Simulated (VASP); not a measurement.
Runs of VASP 6.6.1 on PbS (zincblende type). The structure is that of space group F-43m (No. 216), or close to it. The cells are those of the table. 

| task | cell | cutoff (eV) | gap on the mesh (eV) | pressure (GPa) |
| --- | --- | --- | --- | --- |
| electric field gradients | a = 4.619 Å, angles 60.0°, 2 atoms | 520 | 0.79 | (a) |
| electric field gradients | a = 4.698 Å, angles 60.0°, 2 atoms | 520 | 0.92 | 0.0 |
| relaxation of cell and atoms | relaxed from a = 4.398 Å, angles 60.0°, 2 atoms | 600 | 0.91 | 0.0 |
| single point | a = 4.698 Å, angles 60.0°, 2 atoms | 520 | 0.92 | 0.0 |

Alike in all rows: level PBE; potentials or basis VASP PAW PBE potentials, release 64 (Pb_d, S); no spin polarisation; k mesh 11 × 11 × 11; smearing fermi-dirac 0.03 eV.

Question: Estimate the missing entries.

Answer: (a) 2.0.

Caveats: spin-orbit coupling is left out, which moves the levels of the heavy elements.

A k mesh can miss the band edges, and the runs leave out spin-orbit coupling on Pb.
